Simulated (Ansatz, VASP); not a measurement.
## Li3ClO: VASP beside Ansatz

```
Li Cl O
1.0
     3.78612    0.00000    0.00000
     0.00000    3.78612    0.00000
     0.00000    0.00000    4.16473
Li Cl O
3 1 1
Direct
  0.00000 0.50000 0.50000
  0.50000 0.00000 0.50000
  0.50000 0.50000 0.00000
  0.00000 0.00000 0.00000
  0.50000 0.50000 0.50000
```

Alike in both runs: task single point; functional LDA; k mesh 6 × 6 × 6; occupations gaussian, width 0.05 eV; no spin polarisation.

```csv
,VASP,Ansatz
version,VASP 6.6.1,Ansatz 0.2.0
potentials or method,"VASP PAW LDA potentials, release 64 (Li_sv, Cl, O), cutoff 520 eV","scalar-relativistic, plane waves, PAW"
valence electrons in the cell,22,22
```

```tsv
	VASP	Ansatz	Ansatz less VASP
gap on the k mesh at the Fermi level (eV)	4.21	4.21	0.000
least direct gap on the mesh (eV)	4.30	4.30	0.000
```

LDA's correlation is that of Perdew and Zunger in VASP and of Perdew and Wang (1992) in Ansatz.

Noted on VASP's run: the cutoff is short for stress, so the pressure is rough.
